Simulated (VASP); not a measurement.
Be3ZnSe4, 8 atoms in the cell. It takes space group P3m1 (No. 156, trigonal). The conventional cell has a = 3.669 Å, b = 3.669 Å, c = 12.170 Å, α = 90.00°, β = 90.00°, γ = 120.00°. Be (site symmetry 3m) has 4 Se at 2.21 to 2.23 Å within 2.9 Å. Within 2.9 Å of Be (site symmetry 3m) lie 4 Se at 2.19 to 2.23 Å. Within 2.9 Å of Be (site symmetry 3m) lie 4 Se at 2.20 to 2.24 Å. Within 3.1 Å of Zn (site symmetry 3m) lie 4 Se at 2.35 to 2.40 Å. Within 2.9 Å of Se (site symmetry 3m) lie 4 Be at 2.21 to 2.24 Å. Se (site symmetry 3m) has 1 Be at 2.19 Å and 3 Zn at 2.35 Å within 2.9 Å. Se (site symmetry 3m) has 4 Be at 2.20 to 2.23 Å within 2.9 Å. Se (site symmetry 3m) has 3 Be at 2.23 Å and 1 Zn at 2.40 Å within 3.0 Å. 

* Program: VASP 6.6.1
* Task: relaxation of shape and atoms at fixed volume
* Functional: PBE
* Potentials or basis: VASP PAW PBE potentials, release 64 (Be, Zn, Se)
* Cutoff: 600 eV
* k mesh: 6 × 6 × 2
* Occupations: gaussian, width 0.02 eV
* Spin: no spin polarisation
* Dipole correction: no
* Further INCAR settings: ALGO = Normal; EDIFF = 1e-06; IBRION = 2; EDIFFG = -0.01; NSW = 50; ISIF = 4

Potentials or basis: VASP PAW PBE potentials, release 64 (Be, Zn, Se).

Run with:

```console
$ cat potpaw_PBE.64/Be/POTCAR potpaw_PBE.64/Zn/POTCAR potpaw_PBE.64/Se/POTCAR > POTCAR
$ mpirun -np 1 vasp_std > vasp.out
```

Hardware: 1 thread of Intel(R) Xeon(R) 6975P-C (Granite Rapids), with other jobs on the host.

Estimate the wall time of this run.

Wall time 2.1 min on 1 thread of Intel(R) Xeon(R) 6975P-C (Granite Rapids), with other jobs on the host, peak memory 0.32 GiB. Counts: scf iterations 39, k points 14, ion steps 6.
